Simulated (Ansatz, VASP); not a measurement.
## One calculation of FeSi3, two programs

File INCAR:

```
SYSTEM = FeSi3
PREC = Accurate ; ENCUT = 600
EDIFF = 1E-6 ; ISMEAR = 0
SIGMA = 0.1 ; LREAL = .FALSE.
LASPH = .TRUE. ; NELM = 200
ALGO = Normal ; ISIF = 2
LWAVE = .FALSE. ; LCHARG = .FALSE.
ISPIN = 2 ; MAGMOM = 4 4 0 0 0 0 0 0
LORBIT = 11 ; LMAXMIX = 4
GGA = PE ; NBANDS = 34
GGA_COMPAT = .FALSE.
```

The input KPOINTS:

```
Automatic mesh
0
G
  4 4 4
  0 0 0
```

The input POSCAR:

```
FeSi3
1.0
    4.8651293620      0.0000000000      0.0000000000
    0.0000000000      4.8651293620      0.0000000000
    0.0000000000      0.0000000000      4.8651293620
Fe Si
2 6
Direct
    0.0000000000      0.0000000000      0.0000000000
    0.5000000000      0.5000000000      0.5000000000
    0.0000000000      0.5000000000      0.2500000000
    0.0000000000      0.5000000000      0.7500000000
    0.2500000000      0.0000000000      0.5000000000
    0.7500000000      0.0000000000      0.5000000000
    0.5000000000      0.7500000000      0.0000000000
    0.5000000000      0.2500000000      0.0000000000
```

Input for Ansatz:

```yaml
crystal:
  lattice:
    - [4.865129362, 0.0, 0.0]
    - [0.0, 4.865129362, 0.0]
    - [0.0, 0.0, 4.865129362]
  atoms:
    - { symbol: Fe, position: [0.0, 0.0, 0.0], spin: 4.0 }
    - { symbol: Fe, position: [0.5, 0.5, 0.5], spin: 4.0 }
    - { symbol: Si, position: [0.0, 0.5, 0.25] }
    - { symbol: Si, position: [0.0, 0.5, 0.75] }
    - { symbol: Si, position: [0.25, 0.0, 0.5] }
    - { symbol: Si, position: [0.75, 0.0, 0.5] }
    - { symbol: Si, position: [0.5, 0.75, 0.0] }
    - { symbol: Si, position: [0.5, 0.25, 0.0] }
basis:
  ecutwfc: 420
kpoints:
  mp_grid: { grid: [4, 4, 4] }
hamiltonian:
  xc: pbe
scf:
  occupations: { method: gaussian, width: 0.1 }
  lower_state_search: "off"
output:
  forces: true
  stress: true
  eigenvalues: true
  populations: true
magnetization:
  spin_polarized: true
```

Alike in both runs: task single point; functional PBE; k mesh 4 × 4 × 4; occupations gaussian, width 0.1 eV; collinear spin.

|  | VASP | Ansatz |
| --- | --- | --- |
| version | VASP 6.6.1 | Ansatz 0.2.0 |
| potentials or method | VASP PAW PBE potentials, release 64 (Fe, Si), cutoff 600 eV | scalar-relativistic, plane waves, PAW |
| valence electrons in the cell | 40 | 56 |

|  | VASP | Ansatz | Ansatz less VASP |
| --- | --- | --- | --- |
| gap on the k mesh at the Fermi level (eV) | none | none | - |
| pressure (GPa) | -13.5 | -13.6 | -0.13 |
| net moment per atom (μB) | 0.34 | 0.34 | -0.002 |
| size of the moment on the site where the two differ most (μB) | 1.50 | 1.52 | +0.014 |

Site moments also hang on the region over which each program counts them. A gap of «none» marks a metal or a gap that the smearing closes. The functional is the same, so the differences come from potentials, cutoffs and numerics. VASP's potentials hold 40 valence electrons a cell and Ansatz's 56, so a difference there can come from the potentials and not from the codes.
